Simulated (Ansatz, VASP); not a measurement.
**One calculation of ZrB2W3, two programs**

```xyz
6
Lattice="4.1013 0.0000 0.0000 -2.0506 3.5518 0.0000 0.0000 0.0000 5.9578" Properties=species:S:1:pos:R:3 pbc="T T T"
Zr    0.0000    0.0000    0.0000
B     2.0506    1.1839    4.3606
B     0.0000    2.3679    1.5972
W     2.0506    1.1839    1.9650
W     0.0000    2.3679    3.9928
W     0.0000    0.0000    2.9789
```

Change from the starting cell: species swapped into the Li3LaBi2 type (P-3m1, No. 164).

Alike in both runs: functional PBE; k mesh 6 × 6 × 4; occupations gaussian, width 0.1 eV; no spin polarisation.

Ansatz relaxed the structure, and its values are those at the end. VASP's run is a single point on that final structure, the one shown.

|  | VASP | Ansatz |
| --- | --- | --- |
| version | VASP 6.6.1 | Ansatz 0.2.0 |
| potentials or method | VASP PAW PBE potentials, release 64 (Zr_sv, B, W_sv), cutoff 520 eV | scalar-relativistic, plane waves, PAW |
| valence electrons in the cell | 60 | 60 |

```tsv
	VASP	Ansatz	Ansatz less VASP
gap on the k mesh at the Fermi level (eV)	none	none	-
pressure (GPa)	0.4	-0.1	-0.52
rms of the force components (eV/Å)	0.018	0.001	-0.0167
```

A gap of «none» marks a metal or a gap that the smearing closes. With one functional, cell and mesh, what is left measures potentials, basis and numerics.

Spin-orbit coupling is off throughout.
